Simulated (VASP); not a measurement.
Crystal: Ti.

```
Ti
1.0
    -1.64100    1.64100    1.64100
     1.64100   -1.64100    1.64100
     1.64100    1.64100   -1.64100
Ti
1
Direct
  0.00000 0.00000 0.00000
```

- Program: VASP 6.6.1
- Task: relaxation of cell and atoms
- Functional: LDA
- Potentials or basis: VASP PAW LDA potentials, release 64 (Ti_sv)
- Cutoff: 600 eV
- k mesh: 12 × 12 × 12
- Occupations: fermi-dirac, width 0.15 eV
- Spin: no spin polarisation

At the start: pressure -10.0 GPa; volume 17.68 Å³/atom.

Q: How do energy, volume and symmetry change on relaxing?

A: Over 3 steps the energy falls by 57.7 meV/atom and the volume is 15.96 Å³/atom (-9.7 %); space group Im-3m (No. 229, to 0.05 Å).

Step by step:
| step | energy change (eV) | largest force (eV/Å) | pressure (GPa) | volume (Å³) |
| --- | --- | --- | --- | --- |
| 1 | 0.0000 | 0.0000 | -9.96 | 17.68 |
| 2 | -0.0354 | 0.0000 | 7.94 | 15.01 |
| 3 | -0.0577 | 0.0000 | 0.01 | 15.96 |

Final structure:
```cif
data_structure
_symmetry_space_group_name_H-M 'P 1'
_symmetry_Int_Tables_number 1
_cell_length_a 2.7473
_cell_length_b 2.7473
_cell_length_c 2.7473
_cell_angle_alpha 109.471
_cell_angle_beta 109.471
_cell_angle_gamma 109.471
_cell_volume 15.96
loop_
_atom_site_label
_atom_site_type_symbol
_atom_site_fract_x
_atom_site_fract_y
_atom_site_fract_z
_atom_site_occupancy
Ti1 Ti 0.00000 0.00000 0.00000 1
```
